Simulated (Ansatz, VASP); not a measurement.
**Cu: VASP beside Ansatz**

```
CELL_PARAMETERS angstrom
2.95106 0.00000 0.00000
0.00000 2.95106 0.00000
0.00000 0.00000 2.70393
ATOMIC_POSITIONS crystal
Cu 0.00000 0.00000 0.00000
Cu 0.50000 0.50000 0.50000
```

Change from the starting cell: strain along c alone, the other axes held, atoms relaxed: -2.0 %.

Alike in both runs: task single point; functional PBE; k mesh 14 × 14 × 16; occupations gaussian, width 0.1 eV; no spin polarisation.

```csv
,VASP,Ansatz
version,VASP 6.6.1,Ansatz 0.2.0
potentials or method,"VASP PAW PBE potentials, release 64 (Cu_sv_GW), cutoff 700 eV","scalar-relativistic, plane waves, PAW"
valence electrons in the cell,38,38
```

```csv
,VASP,Ansatz,Ansatz less VASP
gap on the k mesh at the Fermi level (eV),none,none,-
pressure (GPa),-2.1,2.9,+5.03
"traceless stress, the component that is largest in VASP (GPa)",0.15,0.14,-0.009
```

A gap of «none» marks a metal or a gap that the smearing closes. One of these differences is far larger than is usual between the two programs; its cause wasn't traced.
